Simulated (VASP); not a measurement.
# CdBiO4 (P6/mmm) in VASP: further runs

Runs on CdBiO4. Level: PBE. Tasks: single point.

Program: VASP 6.6.1. These are calculated values, not measurements. Logs are shortened: lines on timing, memory, paths and dates and some standing lists are left out, and cuts for length are marked.

## 1. The cell of the first run

It takes space group P6/mmm (No. 191, hexagonal). The conventional cell has a = 3.747 Å, b = 3.747 Å, c = 6.185 Å, α = 90.00°, β = 90.00°, γ = 120.00°. Cd (site symmetry 6/mmm) has 12 O at 2.66 Å and 2 Bi at 3.09 Å within 3.5 Å. Within 3.5 Å of Bi (site symmetry 6/mmm) lie 12 O at 2.65 Å and 2 Cd at 3.09 Å. Within 2.9 Å of O (site symmetry 3m) lie 3 O at 2.16 Å and 3 Bi at 2.65 Å and 3 Cd at 2.66 Å.

The cell was generated, and may not be a known phase.

## 2. Single point, PBE

The input, INCAR:

```
PREC     = Accurate       # precision mode
ENCUT    = 520            # plane-wave cutoff, eV
EDIFF    = 1E-6           # SCF threshold, eV
ISMEAR   = 0              # smearing method
SIGMA    = 0.1            # smearing width, eV
LREAL    = False          # projectors in reciprocal space
LASPH    = True           # aspherical terms in the spheres
NELM     = 60             # most SCF steps
ALGO     = Normal         # electronic algorithm
ISIF     = 2              # what is computed and relaxed
LWAVE    = False          # write WAVECAR
LCHARG   = False          # write CHGCAR
GGA      = PE             # functional
NBANDS   = 34             # bands
```

The input, KPOINTS:

```
regular mesh
0
Gamma
  6 6 2
```

The input, POSCAR:

```
CdBiO4
1.0
    3.7472105143      0.0000000000      0.0000000000
   -1.8736052572      3.2451794988      0.0000000000
    0.0000000000      0.0000000000      6.1849600276
Cd Bi O
1 1 4
Direct
    0.0000000000      0.0000000000      0.0000000000
    0.0000000000      0.0000000000      0.5000000000
    0.3333333333      0.6666666667      0.7484618625
    0.3333333333      0.6666666667      0.2515381375
    0.6666666667      0.3333333333      0.7484618625
    0.6666666667      0.3333333333      0.2515381375
```

Potentials or basis: VASP PAW PBE potentials, release 64 (Cd, Bi_d, O).

Launch:

```
$ cat potpaw_PBE.64/Cd/POTCAR potpaw_PBE.64/Bi_d/POTCAR potpaw_PBE.64/O/POTCAR > POTCAR
$ mpirun -np 1 vasp_std > vasp.out
```

OUTCAR:

```text
PREC = Accurate
   ENCUT = 520
   EDIFF = 1E-6
   ISMEAR = 0
   LREAL = False
   LASPH = True
   NELM = 60
   ISIF = 2
   GGA = PE

 ion  position               nearest neighbor table
   1  0.000  0.000  0.000-   3 2.66   4 2.66   5 2.66   6 2.66   5 2.66   6 2.66   3 2.66   4 2.66
                             5 2.66   6 2.66   3 2.66   4 2.66   2 3.09   2 3.09
   2  0.000  0.000  0.500-   3 2.65   4 2.65   5 2.65   6 2.65   5 2.65   6 2.65   3 2.65   4 2.65
                             5 2.65   6 2.65   3 2.65   4 2.65   1 3.09   1 3.09
   3  0.333  0.667  0.748-   2 2.65   2 2.65   2 2.65   1 2.66   1 2.66   1 2.66
   4  0.333  0.667  0.252-   2 2.65   2 2.65   2 2.65   1 2.66   1 2.66   1 2.66
   5  0.667  0.333  0.748-   2 2.65   2 2.65   2 2.65   1 2.66   1 2.66   1 2.66
   6  0.667  0.333  0.252-   2 2.65   2 2.65   2 2.65   1 2.66   1 2.66   1 2.66

  LATTYP: Found a hexagonal cell.
 ALAT       =     3.7472105143
 C/A-ratio  =     1.6505504572

  Lattice vectors:

 A1 = (   3.7472105143,   0.0000000000,   0.0000000000)
 A2 = (  -1.8736052572,   3.2451794988,   0.0000000000)
 A3 = (   0.0000000000,   0.0000000000,   6.1849600276)

Analysis of symmetry for initial positions (statically):
=====================================================================
 Subroutine PRICEL returns:
 Original cell was already a primitive cell.

 Routine SETGRP: Setting up the symmetry group for a
 hexagonal supercell.

 Subroutine GETGRP returns: Found 24 space group operations
 (whereof 24 operations were pure point group operations)
 out of a pool of 24 trial point group operations.

The static configuration has the point symmetry D_6h.

Analysis of symmetry for dynamics (positions and initial velocities):
=====================================================================
 Subroutine PRICEL returns:
 Original cell was already a primitive cell.

 Routine SETGRP: Setting up the symmetry group for a
 hexagonal supercell.

 Subroutine GETGRP returns: Found 24 space group operations
 (whereof 24 operations were pure point group operations)
 out of a pool of 24 trial point group operations.

The dynamic configuration has the point symmetry D_6h.

 Subroutine INISYM returns: Found 24 space group operations
 (whereof 24 operations are pure point group operations),
 and found     1 'primitive' translations

----------------------------------------------------------------------------------------
[... 92 lines left out ...]
   EDIFFG = 0.1E-04   stopping-criterion for IOM
   NSW    =      0    number of steps for IOM
   IBRION =     -1    ionic relax: 0-MD 1-quasi-New 2-CG
   NFREE  =      0    steps in history (QN), initial steepest desc. (CG)
   ISIF   =      2    stress and relaxation
   ISYM   =      2    0-nonsym 1-usesym 2-fastsym
   POTIM  = 0.5000    time-step for ionic-motion
   TEBEG  =    0.0;   TEEND  =   0.0 temperature during run
   PSTRESS=    0.0 pullay stress
   NELECT =      51.0000    total number of electrons
   NUPDOWN=      -1.0000    fix difference up-down
   EMIN   =  10.00;   EMAX   =-10.00  energy-range for DOS
   EFERMI =   0.00;   METHOD = LEGACY
   ISMEAR =     0;   SIGMA  =   0.10  broadening in eV -4-tet -1-fermi 0-gaus
   EFERMI_NEDOS =   21; number of points for ismear=-14 and -15
   IALGO  =     38    algorithm
   IMIX   =      4    mixing-type and parameters
     AMIX     =   0.40;   BMIX     =  1.00
     AMIX_MAG =   1.60;   BMIX_MAG =  1.00
  volume/ion in A,a.u.               =      12.54        84.59
  Fermi-wavevector in a.u.,A,eV,Ry     =   1.438259  2.717915 28.144846  2.068588
  Thomas-Fermi vector in A             =   2.557245
   LORBIT       =      0    0 simple, 1 ext, 2 COOP (PROOUT), +10 PAW based schemes
   GGA     = PE    functional components
   LHFCALC =     F    Hartree Fock is set to
   AEXX    =    0.0000 exact exchange contribution
   IVDW    =     0    specifies the selected vdW correction
   LEPSILON=     F    determine dielectric tensor
   LRPA    =     F    only Hartree local field effects (RPA)
 non-spin polarized calculation
 Gauss-broadening in eV      SIGMA  =   0.10
  energy-cutoff  :      520.00
  volume of cell :       75.21
 maximum number of plane-waves:      2041
 NGX is ok and might be reduce to    28
   NGX = 13   NGY = 13   NGZ = 23

 number of electron      50.9999999 magnetization

 Free energy of the ion-electron system (eV)
  ---------------------------------------------------
  ext. energy  EPLUGINS =         0.00000000
  ---------------------------------------------------
  free energy    TOTEN  =       -24.00414261 eV

  energy without entropy =      -23.99017990  energy(sigma->0) =      -23.99716125

 E-fermi :   5.1134     XC(G=0): -11.5684

 val. band max:        5.0631861801   @ k =   0.1667   0.1667   0.0000
 cond. band min:       5.1461979717   @ k =   0.1667   0.1667   0.5000
 fundamental gap:      0.0830117915
 Fermi energy:         5.1133807918

 k-point     1 :       0.0000    0.0000    0.0000
  band No.  band energies     occupation
      1     -17.9386      2.00000
      2     -17.8802      2.00000
      3     -17.8802      2.00000
      4     -17.8380      2.00000
      5     -17.8380      2.00000
      6     -14.2901      2.00000
[... 507 lines left out ...]
     33      13.1897      0.00000
     34      13.1897      0.00000

------------------------ aborting loop because EDIFF is reached ----------------------------------------

  FORCE on cell =-STRESS in cart. coord.  units (eV):
  Direction    XX          YY          ZZ          XY          YZ          ZX
  --------------------------------------------------------------------------------------
  -------------------------------------------------------------------------------------
  Total        0.1058884      0.1058884      0.1712117     -0.0000000      0.0000000      0.0000000
  in kB        2.2556694      2.2556694      3.6472058     -0.0000000      0.0000000      0.0000000
  external PRESSURE =       2.7195149 kB  Pullay stress =       0.0000000 kB

 VOLUME and BASIS-vectors are now :
 -----------------------------------------------------------------------------
  energy-cutoff  :      520.00
  volume of cell :       75.21
      direct lattice vectors                 reciprocal lattice vectors
     3.747210514  0.000000000  0.000000000     0.266865178  0.154074682  0.000000000
    -1.873605257  3.245179499  0.000000000     0.000000000  0.308149364  0.000000000
     0.000000000  0.000000000  6.184960028     0.000000000  0.000000000  0.161682532

 POSITION                                       TOTAL-FORCE (eV/Angst)
 -----------------------------------------------------------------------------------
      0.00000      0.00000      0.00000        -0.000000      0.000000      0.000000
      0.00000      0.00000      3.09248        -0.000000      0.000000      0.000000
     -0.00000      2.16345      4.62921        -0.000000      0.000000     -0.008352
     -0.00000      2.16345      1.55575        -0.000000      0.000000      0.008352
      1.87361      1.08173      4.62921         0.000000      0.000000     -0.008352
      1.87361      1.08173      1.55575         0.000000     -0.000000      0.008352
 -----------------------------------------------------------------------------------
    total drift:                               -0.000000      0.000000      0.000000

  FREE ENERGIE OF THE ION-ELECTRON SYSTEM (eV)
  ---------------------------------------------------
  free  energy   TOTEN  =       -24.0041426083 eV

  energy  without entropy=      -23.9901798958  energy(sigma->0) =      -23.99716125
```

OSZICAR:

```text
N       E                     dE             d eps       ncg     rms          rms(c)
DAV:   1     0.563482368967E+03    0.56348E+03   -0.26731E+04   968   0.173E+03
DAV:   2     0.323837155998E+02   -0.53110E+03   -0.50355E+03  1058   0.478E+02
DAV:   3    -0.261990433774E+02   -0.58583E+02   -0.56261E+02  1098   0.160E+02
DAV:   4    -0.281515654619E+02   -0.19525E+01   -0.19353E+01  1004   0.310E+01
DAV:   5    -0.282006608841E+02   -0.49095E-01   -0.49066E-01  1214   0.503E+00    0.114E+01
DAV:   6    -0.240486176857E+02    0.41520E+01   -0.11798E+01  1372   0.434E+01    0.735E+00
DAV:   7    -0.240767058255E+02   -0.28088E-01   -0.17461E+00   994   0.797E+00    0.369E+00
DAV:   8    -0.240129845853E+02    0.63721E-01   -0.23934E-01  1032   0.334E+00    0.101E+00
DAV:   9    -0.240037977581E+02    0.91868E-02   -0.20555E-02  1346   0.118E+00    0.190E-01
DAV:  10    -0.240039889272E+02   -0.19117E-03   -0.37748E-03   976   0.446E-01    0.971E-02
DAV:  11    -0.240042041002E+02   -0.21517E-03   -0.71984E-04  1050   0.162E-01    0.642E-02
DAV:  12    -0.240041426161E+02    0.61484E-04   -0.25120E-04  1130   0.106E-01    0.202E-02
DAV:  13    -0.240041423642E+02    0.25186E-06   -0.13963E-05   986   0.263E-02    0.687E-03
DAV:  14    -0.240041426083E+02   -0.24414E-06   -0.73999E-07   558   0.593E-03
   1 F= -.24004143E+02 E0= -.23997161E+02  d E =-.139627E-01
```

stdout:

```text
POSCAR found type information on POSCAR CdBiO
 POSCAR found :  3 types and       6 ions
 scaLAPACK will be used
 LDA part: xc-table for (Slater+PW92), standard interpolation
 POSCAR, INCAR and KPOINTS ok, starting setup
 FFT: planning ... GRIDC
 FFT: planning ... GRID_SOFT
 FFT: planning ... GRID
 WAVECAR not read
 entering main loop
```

Run time: 65 s. Hardware: 1 thread of Oxide Virtual Turin-like, shared host; peak memory 0.16 GiB.

What came out:

| Property | Result |
| --- | --- |
| Free energy | -24.0041 eV |
| Pressure | 0.3 GPa |
| Largest force | 0.008 eV/Å |
| Band gap on the k mesh | zero (an odd number of electrons rules out a gap without spin polarisation) |

Forces on the atoms (eV/Å):
```
Cd   0.000  0.000  0.000
Bi   0.000  0.000  0.000
O    0.000  0.000 -0.008
O    0.000  0.000  0.008
O    0.000  0.000 -0.008
O    0.000  0.000  0.008
```

Caveat: the k points lie up to 0.51 Å⁻¹ apart, too coarse for converged energies and pressures of a metal; spin-orbit coupling is left out, which moves the levels of the heavy elements; an odd number of electrons without spin polarisation forces a metal; a magnetic or distorted state may lie lower.

## 3. Single point, PBE

This run uses another cell than the first one, of 12.97 Å³/atom.

The input, INCAR:

```
PREC = Accurate
ENCUT = 520
EDIFF = 1E-7
ISMEAR = 0
SIGMA = 0.1
LREAL = F
LASPH = T
NELM = 60
ALGO = Fast
ISIF = 2
LWAVE = F
LCHARG = F
GGA = PE
NBANDS = 34
```

The input, KPOINTS:

```
Automatic mesh
0
Gamma
  6 6 2
```

The input, POSCAR:

```
CdBiO4
1.0
    3.4573497200      0.0000000000      0.0000000000
   -1.7286748600      2.9941526900      0.0000000000
    0.0000000000      0.0000000000      7.5183474500
Cd Bi O
1 1 4
Direct
    0.0000000000      0.0000000000      0.0000000000
    0.0000000000      0.0000000000      0.5000000000
    0.3333333300      0.6666666700      0.7377485600
    0.3333333300      0.6666666700      0.2622514400
    0.6666666700      0.3333333300      0.7377485600
    0.6666666700      0.3333333300      0.2622514400
```

Potentials or basis: VASP PAW PBE potentials, release 64 (Cd, Bi_d, O).

Launch:

```
$ cat potpaw_PBE.64/Cd/POTCAR potpaw_PBE.64/Bi_d/POTCAR potpaw_PBE.64/O/POTCAR > POTCAR
$ mpirun -np 1 vasp_std > vasp.out
```

OUTCAR:

```text
PREC = Accurate
   ENCUT = 520
   EDIFF = 1E-7
   ISMEAR = 0
   LREAL = F
   LASPH = T
   NELM = 60
   ISIF = 2
   GGA = PE

 ion  position               nearest neighbor table
   1  0.000  0.000  0.000-   3 2.81   4 2.81   5 2.81   6 2.81   5 2.81   6 2.81   3 2.81   4 2.81
                             5 2.81   6 2.81   3 2.81   4 2.81   2 3.76   2 3.76
   2  0.000  0.000  0.500-   3 2.68   4 2.68   5 2.68   6 2.68   5 2.68   6 2.68   3 2.68   4 2.68
                             5 2.68   6 2.68   3 2.68   4 2.68   1 3.76   1 3.76
   3  0.333  0.667  0.738-   2 2.68   2 2.68   2 2.68   1 2.81   1 2.81   1 2.81
   4  0.333  0.667  0.262-   2 2.68   2 2.68   2 2.68   1 2.81   1 2.81   1 2.81
   5  0.667  0.333  0.738-   2 2.68   2 2.68   2 2.68   1 2.81   1 2.81   1 2.81
   6  0.667  0.333  0.262-   2 2.68   2 2.68   2 2.68   1 2.81   1 2.81   1 2.81

  LATTYP: Found a hexagonal cell.
 ALAT       =     3.4573497200
 C/A-ratio  =     2.1745984812

  Lattice vectors:

 A1 = (   3.4573497200,   0.0000000000,   0.0000000000)
 A2 = (  -1.7286748600,   2.9941526900,   0.0000000000)
 A3 = (   0.0000000000,   0.0000000000,   7.5183474500)

Analysis of symmetry for initial positions (statically):
=====================================================================
 Subroutine PRICEL returns:
 Original cell was already a primitive cell.

 Routine SETGRP: Setting up the symmetry group for a
 hexagonal supercell.

 Subroutine GETGRP returns: Found 24 space group operations
 (whereof 24 operations were pure point group operations)
 out of a pool of 24 trial point group operations.

The static configuration has the point symmetry D_6h.

Analysis of symmetry for dynamics (positions and initial velocities):
=====================================================================
 Subroutine PRICEL returns:
 Original cell was already a primitive cell.

 Routine SETGRP: Setting up the symmetry group for a
 hexagonal supercell.

 Subroutine GETGRP returns: Found 24 space group operations
 (whereof 24 operations were pure point group operations)
 out of a pool of 24 trial point group operations.

[... 122 lines left out ...]
   GGA     = PE    functional components
   LHFCALC =     F    Hartree Fock is set to
   AEXX    =    0.0000 exact exchange contribution
   IVDW    =     0    specifies the selected vdW correction
   LEPSILON=     F    determine dielectric tensor
   LRPA    =     F    only Hartree local field effects (RPA)
 non-spin polarized calculation
 RMM-DIIS sequential band-by-band and
 Gauss-broadening in eV      SIGMA  =   0.10
  energy-cutoff  :      520.00
  volume of cell :       77.83
 maximum number of plane-waves:      2113
 NGX is ok and might be reduce to    28
   NGX = 13   NGY = 13   NGZ = 27

 number of electron      51.0000019 magnetization

 Free energy of the ion-electron system (eV)
  ---------------------------------------------------
  ext. energy  EPLUGINS =         0.00000000
  ---------------------------------------------------
  free energy    TOTEN  =       -21.67537969 eV

  energy without entropy =      -21.65984671  energy(sigma->0) =      -21.66761320

 E-fermi :   5.5731     XC(G=0): -11.3850

 val. band max:        5.5674227831   @ k =   0.1667   0.0000   0.0000
 cond. band min:       5.5970875175   @ k =   0.1667   0.0000   0.0000
 fundamental gap:      0.0296647344
 Fermi energy:         5.5730792051

 k-point     1 :       0.0000    0.0000    0.0000
  band No.  band energies     occupation
      1     -18.1830      2.00000
      2     -18.1830      2.00000
      3     -18.1222      2.00000
      4     -17.9980      2.00000
      5     -17.9980      2.00000
      6     -14.9596      2.00000
[... 507 lines left out ...]
     33      10.1960      0.00000
     34      12.4878      0.00000

------------------------ aborting loop because EDIFF is reached ----------------------------------------

  FORCE on cell =-STRESS in cart. coord.  units (eV):
  Direction    XX          YY          ZZ          XY          YZ          ZX
  --------------------------------------------------------------------------------------
  -------------------------------------------------------------------------------------
  Total       10.2132447     10.2132447    -10.8355147      0.0000000      0.0000000      0.0000000
  in kB      210.2493548    210.2493551   -223.0593750      0.0000000      0.0000000      0.0000000
  external PRESSURE =      65.8131116 kB  Pullay stress =       0.0000000 kB

 VOLUME and BASIS-vectors are now :
 -----------------------------------------------------------------------------
  energy-cutoff  :      520.00
  volume of cell :       77.83
      direct lattice vectors                 reciprocal lattice vectors
     3.457349720  0.000000000  0.000000000     0.289238891  0.166992152  0.000000000
    -1.728674860  2.994152690  0.000000000     0.000000000  0.333984303  0.000000000
     0.000000000  0.000000000  7.518347450     0.000000000  0.000000000  0.133007952

 POSITION                                       TOTAL-FORCE (eV/Angst)
 -----------------------------------------------------------------------------------
      0.00000      0.00000      0.00000        -0.000000      0.000000      0.000000
      0.00000      0.00000      3.75917        -0.000000      0.000000      0.000000
     -0.00000      1.99610      5.54665        -0.000000     -0.000000     -0.250695
     -0.00000      1.99610      1.97170        -0.000000      0.000000      0.250695
      1.72867      0.99805      5.54665         0.000000     -0.000000     -0.250695
      1.72867      0.99805      1.97170         0.000000      0.000000      0.250695
 -----------------------------------------------------------------------------------
    total drift:                                0.000000      0.000000      0.000000

  FREE ENERGIE OF THE ION-ELECTRON SYSTEM (eV)
  ---------------------------------------------------
  free  energy   TOTEN  =       -21.6753796932 eV

  energy  without entropy=      -21.6598467086  energy(sigma->0) =      -21.66761320
```

Run time: 74 s. Hardware: 1 thread of Oxide Virtual Turin-like, shared host; peak memory 0.18 GiB.

What came out:

```yaml
Free_energy: -21.6754 eV
Pressure: 6.6 GPa
Largest_force: 0.251 eV/Å
Band_gap_on_the_k_mesh: zero (an odd number of electrons rules out a gap without spin polarisation)
```

Forces on the atoms (eV/Å):
```
Cd   0.000  0.000  0.000
Bi   0.000  0.000  0.000
O    0.000  0.000 -0.251
O    0.000  0.000  0.251
O    0.000  0.000 -0.251
O    0.000  0.000  0.251
```

Caveat: the k points lie up to 0.42 Å⁻¹ apart, too coarse for converged energies and pressures of a metal; spin-orbit coupling is left out, which moves the levels of the heavy elements; an odd number of electrons without spin polarisation forces a metal; a magnetic or distorted state may lie lower.

The gap in the log of VASP goes by the Fermi energy; the results here count the filled bands.